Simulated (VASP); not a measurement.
CdSe, 2 atoms in the cell. The structure is cubic, space group F-43m (No. 216). Conventional cell: a = 6.141 Å, b = 6.141 Å, c = 6.141 Å, α = 90.00°, β = 90.00°, γ = 90.00°. Cd (site symmetry -43m) has 4 Se at 2.66 Å within 3.5 Å. Within 3.5 Å of Se (site symmetry -43m) lie 4 Cd at 2.66 Å. 

* Program: VASP 6.6.1
* Task: single point
* Functional: rpbe exchange, lyp correlation
* Potentials or basis: VASP PAW PBE potentials, release 64 (Cd, Se)
* Cutoff: 500 eV
* k mesh: 8 × 8 × 8
* Occupations: gaussian, width 0.01 eV
* Spin: no spin polarisation
* Dipole correction: no
* Further INCAR settings: ALGO = Normal; EDIFF = 1e-06; NBANDS = 16

Potentials or basis: VASP PAW PBE potentials, release 64 (Cd, Se).

Run with:

```sh
$ cat potpaw_PBE.64/Cd/POTCAR potpaw_PBE.64/Se/POTCAR > POTCAR
$ mpirun -np 1 vasp_std > vasp.out
```

Hardware: 1 thread of Intel(R) Xeon(R) 6975P-C (Granite Rapids), with other jobs on the host.

Question: How long does it take, and how much memory?

Answer: Wall time 17 s on 1 thread of Intel(R) Xeon(R) 6975P-C (Granite Rapids) (shared host), peak memory 0.18 GiB. Counts: scf iterations 12, k points 29.
